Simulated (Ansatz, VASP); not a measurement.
# One calculation of Ti, two programs

The input INCAR:

```
  PREC = Accurate
  ENCUT = 520
  EDIFF = 1E-7
  ISMEAR = -1
  SIGMA = 0.1
  LREAL = F
  LASPH = T
  NELM = 60
  ALGO = Normal
  ISIF = 2
  LWAVE = F
  LCHARG = T
  GGA = B5
  ALDAX = 1.0
  AGGAX = 1.0
  AGGAC = 1.0
  ALDAC = 0.0
  LELF = T
  LVHAR = T
  NBANDS = 32
```

KPOINTS

```
regular mesh
0
Gamma
  14 14 4
```

The input POSCAR:

```
Ti
1.0
    3.0331681048      0.0000000000      0.0000000000
   -1.5165840524      2.6268006327      0.0000000000
    0.0000000000      0.0000000000      9.7050228020
Ti
4
Direct
    1.0000000000      0.0000000000      0.0000000000
    1.0000000000      1.0000000000      0.5000000000
    0.3333333333      0.6666666667      0.2500000000
    0.6666666667      0.3333333333      0.7500000000
```

Input for Ansatz:

```yaml
crystal:
  lattice:
    - [3.0331681048, 0.0, 0.0]
    - [-1.5165840524, 2.6268006327, 0.0]
    - [0.0, 0.0, 9.705022802]
  atoms:
    - { symbol: Ti, position: [1.0, 0.0, 0.0] }
    - { symbol: Ti, position: [1.0, 1.0, 0.5] }
    - { symbol: Ti, position: [0.3333333333, 0.6666666667, 0.25] }
    - { symbol: Ti, position: [0.6666666667, 0.3333333333, 0.75] }
hamiltonian:
  xc: blyp
  pseudopotentials:
    kind: paw
    azcp:
      Ti: "pseudopotentials/Ti.paw.azcp"
basis:
  ecutwfc: 420
  fft_grid_basis: typed
kpoints:
  mp_grid: { grid: [14, 14, 4], shift: [0, 0, 0] }
magnetization:
  spin_polarized: false
scf:
  occupations: { method: fermi_dirac, width: 0.1 }
  lower_state_search: "off"
output:
  stress: true
  write_density: true
  write_potential: true
  elf: true
  volumetric_format: npy
```

Alike in both runs: task single point; functional BLYP; k mesh 14 × 14 × 4; occupations fermi-dirac, width 0.1 eV; no spin polarisation.

|  | VASP | Ansatz |
| --- | --- | --- |
| version | VASP 6.6.1 | Ansatz 0.2.0 |
| potentials or method | VASP PAW PBE potentials, release 64 (Ti_sv), cutoff 520 eV | plane waves (420 eV) with PAW, scalar-relativistic |
| valence electrons in the cell | 48 | 48 |

Ansatz gave:

```
pressure (GPa)                                                : -6.8
traceless stress, the component that is largest in VASP (GPa) : -0.07
```

**Question.** Which values does VASP return?

**Answer.** Pressure (GPa): -6.8; traceless stress, the component that is largest in VASP (GPa): -0.06.

VASP's potentials were made for PBE, not for BLYP. The functional is the same, so the differences come from potentials, cutoffs and numerics.
